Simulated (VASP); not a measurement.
# Hf3N2 (R-3m) in VASP: further runs

Runs on Hf3N2. Level: r2SCAN. Tasks: single point.

Program: VASP 6.6.1. These are calculated values, not measurements. Logs are shortened: lines on timing, memory, paths and dates and some standing lists are left out, and cuts for length are marked.

### Step 1. The cell of the first run

The structure is trigonal, space group R-3m (No. 166). Conventional cell: a = 3.199 Å, b = 3.199 Å, c = 23.265 Å, α = 90.00°, β = 90.00°, γ = 120.00°. Hf (site symmetry 3m) has 3 N at 2.29 Å and 12 Hf at 3.12 to 3.21 Å within 3.3 Å. Within 3.0 Å of Hf (site symmetry -3m) lie 6 N at 2.24 Å. N (site symmetry 3m) has 6 Hf at 2.24 to 2.29 Å within 3.0 Å.

### Step 2. Single point, r2SCAN

Contents of POSCAR:

```
Hf3N2
1.0
    1.5994260774      0.9234290764      7.7548432223
   -1.5994260774      0.9234290764      7.7548432223
    0.0000000000     -1.8468581527      7.7548432223
Hf N
3 2
Direct
    0.7794186600      0.7794186600      0.7794186600
    0.2205813400      0.2205813400      0.2205813400
    0.0000000000      0.0000000000      0.0000000000
    0.6119155300      0.6119155300      0.6119155300
    0.3880844700      0.3880844700      0.3880844700
```

Contents of INCAR.step1:

```
PREC     = Accurate       # precision mode
ENCUT    = 520            # plane-wave cutoff, eV
ISMEAR   = 0              # smearing method
SIGMA    = 0.1            # smearing width, eV
LREAL    = F              # projectors in reciprocal space
LASPH    = T              # aspherical terms in the spheres
NELM     = 80             # most SCF steps
NBANDS   = 28             # bands
GGA      = PE             # functional
ALGO     = Normal         # electronic algorithm
EDIFF    = 1E-4           # SCF threshold, eV
LWAVE    = T              # write WAVECAR
LCHARG   = F              # write CHGCAR
LUSENCCL = F
```

Contents of INCAR.step2:

```
PREC     = Accurate       # precision mode
ENCUT    = 520            # plane-wave cutoff, eV
EDIFF    = 1E-6           # SCF threshold, eV
ISMEAR   = 0              # smearing method
SIGMA    = 0.1            # smearing width, eV
LREAL    = F              # projectors in reciprocal space
LASPH    = T              # aspherical terms in the spheres
NELM     = 80             # most SCF steps
ALGO     = Normal         # electronic algorithm
ISIF     = 2              # what is computed and relaxed
LWAVE    = F              # write WAVECAR
LCHARG   = F              # write CHGCAR
METAGGA  = R2SCAN         # meta-GGA
LMIXTAU  = T            
NBANDS   = 28             # bands
ISTART   = 1            
LUSENCCL = F
```

Contents of KPOINTS:

```
regular mesh
0
Gamma
  12 12 12
```

Potentials or basis: VASP PAW PBE potentials, release 64 (Hf_pv, N).

Run with:

```bash
> cat potpaw_PBE.64/Hf_pv/POTCAR potpaw_PBE.64/N/POTCAR > POTCAR
> cp INCAR.step1 INCAR
> mpirun -np 1 vasp_std > vasp.out
> cp INCAR.step2 INCAR
> mpirun -np 1 vasp_std > vasp.out
```

OUTCAR:

```text
PREC = Accurate
   ENCUT = 520
   EDIFF = 1E-6
   ISMEAR = 0
   LREAL = F
   LASPH = T
   NELM = 80
   ISIF = 2
   METAGGA = R2SCAN
   ISTART = 1

 ion  position               nearest neighbor table
   1  0.779  0.779  0.779-   5 2.29   5 2.29   5 2.29   2 3.12   2 3.12   2 3.12   3 3.21   3 3.21
                             3 3.21
   2  0.221  0.221  0.221-   4 2.29   4 2.29   4 2.29   1 3.12   1 3.12   1 3.12   3 3.21   3 3.21
                             3 3.21
   3  0.000  0.000  0.000-   4 2.24   4 2.24   5 2.24   5 2.24   4 2.24   5 2.24   2 3.21   1 3.21
                             2 3.21   1 3.21   2 3.21   1 3.21
   4  0.612  0.612  0.612-   3 2.24   3 2.24   3 2.24   2 2.29   2 2.29   2 2.29
   5  0.388  0.388  0.388-   3 2.24   3 2.24   3 2.24   1 2.29   1 2.29   1 2.29

  LATTYP: Found a trigonal (rhomboedric) cell.
 ALAT       =     7.9717299527
 COS(alpha) =     0.9194893776

  Lattice vectors:

 A1 = (   1.5994260774,   0.9234290764,   7.7548432223)
 A2 = (  -1.5994260774,   0.9234290764,   7.7548432223)
 A3 = (   0.0000000000,  -1.8468581527,   7.7548432223)

Analysis of symmetry for initial positions (statically):
=====================================================================
 Subroutine PRICEL returns:
 Original cell was already a primitive cell.

 Routine SETGRP: Setting up the symmetry group for a
 trigonal (rhombohedral) supercell.

 Subroutine GETGRP returns: Found 12 space group operations
 (whereof 12 operations were pure point group operations)
 out of a pool of 12 trial point group operations.

The static configuration has the point symmetry D_3d.

Analysis of symmetry for dynamics (positions and initial velocities):
=====================================================================
 Subroutine PRICEL returns:
 Original cell was already a primitive cell.

 Routine SETGRP: Setting up the symmetry group for a
 trigonal (rhombohedral) supercell.

 Subroutine GETGRP returns: Found 12 space group operations
 (whereof 12 operations were pure point group operations)
 out of a pool of 12 trial point group operations.

The dynamic configuration has the point symmetry D_3d.

 Subroutine INISYM returns: Found 12 space group operations
 (whereof 12 operations are pure point group operations),
 and found     1 'primitive' translations

----------------------------------------------------------------------------------------

[... 98 lines left out ...]
   EDIFF  = 0.1E-05   stopping-criterion for ELM
   LREAL  =      F    real-space projection
   EDIFFG = 0.1E-04   stopping-criterion for IOM
   NSW    =      0    number of steps for IOM
   IBRION =     -1    ionic relax: 0-MD 1-quasi-New 2-CG
   NFREE  =      0    steps in history (QN), initial steepest desc. (CG)
   ISIF   =      2    stress and relaxation
   ISYM   =      2    0-nonsym 1-usesym 2-fastsym
   POTIM  = 0.5000    time-step for ionic-motion
   TEBEG  =    0.0;   TEEND  =   0.0 temperature during run
   PSTRESS=    0.0 pullay stress
   NELECT =      40.0000    total number of electrons
   NUPDOWN=      -1.0000    fix difference up-down
   EMIN   =  10.00;   EMAX   =-10.00  energy-range for DOS
   EFERMI =   0.00;   METHOD = LEGACY
   ISMEAR =     0;   SIGMA  =   0.10  broadening in eV -4-tet -1-fermi 0-gaus
   EFERMI_NEDOS =   21; number of points for ismear=-14 and -15
   IALGO  =     38    algorithm
   IMIX   =      4    mixing-type and parameters
     AMIX     =   0.40;   BMIX     =  1.00
     AMIX_MAG =   1.60;   BMIX_MAG =  1.00
  volume/ion in A,a.u.               =      13.74        92.75
  Fermi-wavevector in a.u.,A,eV,Ry     =   1.366881  2.583031 25.420646  1.868365
  Thomas-Fermi vector in A             =   2.492983
   LORBIT       =      0    0 simple, 1 ext, 2 COOP (PROOUT), +10 PAW based schemes
   METAGGA = R2SCAN    functional components
   LHFCALC =     F    Hartree Fock is set to
   AEXX    =    0.0000 exact exchange contribution
   IVDW    =     0    specifies the selected vdW correction
   LEPSILON=     F    determine dielectric tensor
   LRPA    =     F    only Hartree local field effects (RPA)
 non-spin polarized calculation
 Gauss-broadening in eV      SIGMA  =   0.10
  energy-cutoff  :      520.00
  volume of cell :       68.72
 maximum number of plane-waves:      1869
   NGX = 29   NGY = 29   NGZ = 29

 number of electron      40.0000000 magnetization

 Free energy of the ion-electron system (eV)
  ---------------------------------------------------
  ext. energy  EPLUGINS =         0.00000000
  ---------------------------------------------------
  free energy    TOTEN  =      -162.13759160 eV

  energy without entropy =     -162.13168475  energy(sigma->0) =     -162.13463818

 E-fermi :   6.7506     XC(G=0): -13.0988

 val. band max:        6.7409362277   @ k =   0.3333   0.1667   0.1667
 cond. band min:       6.7572812988   @ k =   0.5000   0.4167   0.3333
 fundamental gap:      0.0163450711
 Fermi energy:         6.7506499403

 k-point     1 :       0.0000    0.0000    0.0000
  band No.  band energies     occupation
      1     -26.1694      2.00000
      2     -25.6717      2.00000
      3     -25.6717      2.00000
      4     -25.2408      2.00000
      5     -24.7013      2.00000
      6     -24.6143      2.00000
[... 733 lines left out ...]
     27      12.0030      0.00000
     28      12.7978      0.00000

 [... further k-points ...]

------------------------ aborting loop because EDIFF is reached ----------------------------------------

  FORCE on cell =-STRESS in cart. coord.  units (eV):
  Direction    XX          YY          ZZ          XY          YZ          ZX
  --------------------------------------------------------------------------------------
  -------------------------------------------------------------------------------------
  Total        0.0725248      0.0725248     -0.0342626     -0.0000000     -0.0000000      0.0000000
  in kB        1.6908495      1.6908495     -0.7988023     -0.0000000     -0.0000000      0.0000000
  external PRESSURE =       0.8609656 kB  Pullay stress =       0.0000000 kB

 VOLUME and BASIS-vectors are now :
 -----------------------------------------------------------------------------
  energy-cutoff  :      520.00
  volume of cell :       68.72
      direct lattice vectors                 reciprocal lattice vectors
     1.599426077  0.923429076  7.754843222     0.312612134  0.180486700  0.042983891
    -1.599426077  0.923429076  7.754843222    -0.312612134  0.180486700  0.042983891
     0.000000000 -1.846858153  7.754843222     0.000000000 -0.360973400  0.042983891

 POSITION                                       TOTAL-FORCE (eV/Angst)
 -----------------------------------------------------------------------------------
      0.00000      0.00000     18.13281        -0.000000      0.000000      0.060335
      0.00000      0.00000      5.13172        -0.000000     -0.000000     -0.060335
      0.00000      0.00000      0.00000         0.000000      0.000000     -0.000000
      0.00000      0.00000     14.23593        -0.000000      0.000000      0.073929
      0.00000      0.00000      9.02860        -0.000000     -0.000000     -0.073929
 -----------------------------------------------------------------------------------
    total drift:                                0.000000      0.000000     -0.000000

  FREE ENERGIE OF THE ION-ELECTRON SYSTEM (eV)
  ---------------------------------------------------
  free  energy   TOTEN  =      -162.1375916035 eV

  energy  without entropy=     -162.1316847467  energy(sigma->0) =     -162.13463818
```

It took 15 min on 1 × NVIDIA H100 80GB with 1 thread of Intel Xeon Platinum 8481C at 2.70GHz (Sapphire Rapids), shared host; peak memory 1.6 GiB.

Results:

| Item | Value |
| --- | --- |
| Free energy | -162.1376 eV |
| Pressure | 0.1 GPa |
| Largest force | 0.074 eV/Å |
| Band gap on the k mesh | zero (bands 20 and 21 overlap by 1.30 eV) |

Forces on the atoms (eV/Å):
```
Hf   0.000  0.000  0.060
Hf   0.000  0.000 -0.060
Hf   0.000  0.000  0.000
N    0.000  0.000  0.074
N    0.000  0.000 -0.074
```

Caveat: the PAW data sets were made with another functional, which shifts forces and pressure a little; spin-orbit coupling is left out, which moves the levels of the heavy elements.

### Step 3. Single point, r2SCAN

POSCAR is that of step 2.

Contents of INCAR.step1:

```
SYSTEM = Hf3N2
PREC = Accurate
ENCUT = 520
ISMEAR = 0
SIGMA = 0.1
LREAL = .False.
LASPH = .True.
NELM = 100
NBANDS = 28
GGA = PE
ALGO = Normal
EDIFF = 1E-4
LWAVE = .True.
LCHARG = .False.
LUSENCCL = .False.
```

Contents of INCAR.step2:

```
SYSTEM = Hf3N2
PREC = Accurate
ENCUT = 520
EDIFF = 1E-7
ISMEAR = 0
SIGMA = 0.1
LREAL = .False.
LASPH = .True.
NELM = 100
ALGO = Normal
ISIF = 2
LWAVE = .False.
LCHARG = .False.
METAGGA = R2SCAN
LMIXTAU = .True.
NBANDS = 28
ISTART = 1
LUSENCCL = .False.
```

Contents of KPOINTS:

```
Automatic mesh
0
Gamma
  12 12 12
  0 0 0
```

Potentials or basis: VASP PAW PBE potentials, release 64 (Hf_pv, N).

Run with:

```bash
> cat potpaw_PBE.64/Hf_pv/POTCAR potpaw_PBE.64/N/POTCAR > POTCAR
> cp INCAR.step1 INCAR
> mpirun -np 1 vasp_std > vasp.out
> cp INCAR.step2 INCAR
> mpirun -np 1 vasp_std > vasp.out
```

It took 17 min on 1 × NVIDIA H100 80GB with 1 thread of Intel Xeon Platinum 8481C at 2.70GHz (Sapphire Rapids), shared host; peak memory 1.6 GiB.

The run converged. Its results:

```yaml
Free_energy: -162.1376 eV
Pressure: 0.1 GPa
Largest_force: 0.074 eV/Å
Band_gap_on_the_k_mesh: zero (bands 20 and 21 overlap by 1.30 eV)
```

Forces in eV/Å, atoms in the order of the input:
```
Hf   0.000  0.000  0.060
Hf   0.000  0.000 -0.060
Hf   0.000  0.000  0.000
N    0.000  0.000  0.074
N    0.000  0.000 -0.074
```

Stress tensor (GPa, compression positive):
```
 0.17  0.00  0.00
 0.00  0.17  0.00
 0.00  0.00 -0.08
```

Levels at points of the mesh, in eV from the Fermi level:
```csv
k point,band 16,band 17,band 18,band 19,band 20,band 21,band 22,band 23,band 24,band 25
"(0.00, 0.00, 0.00)",-3.89,-3.89,-3.38,0.15,0.68,0.92,0.92,2.04,2.04,2.23
"(0.50, 0.00, 0.00)",-5.05,-4.28,-2.43,-1.19,-0.64,-0.49,2.92,3.41,4.37,4.65
"(0.50, 0.50, 0.00)",-5.05,-4.39,-3.01,-1.11,-0.44,0.64,1.88,3.36,4.26,4.53
"(0.50, 0.50, 0.50)",-3.97,-3.97,-1.98,-1.05,0.61,0.61,1.60,1.61,2.87,2.87
```

Caveat: the PAW data sets were made with another functional, which shifts forces and pressure a little; spin-orbit coupling is left out, which moves the levels of the heavy elements.
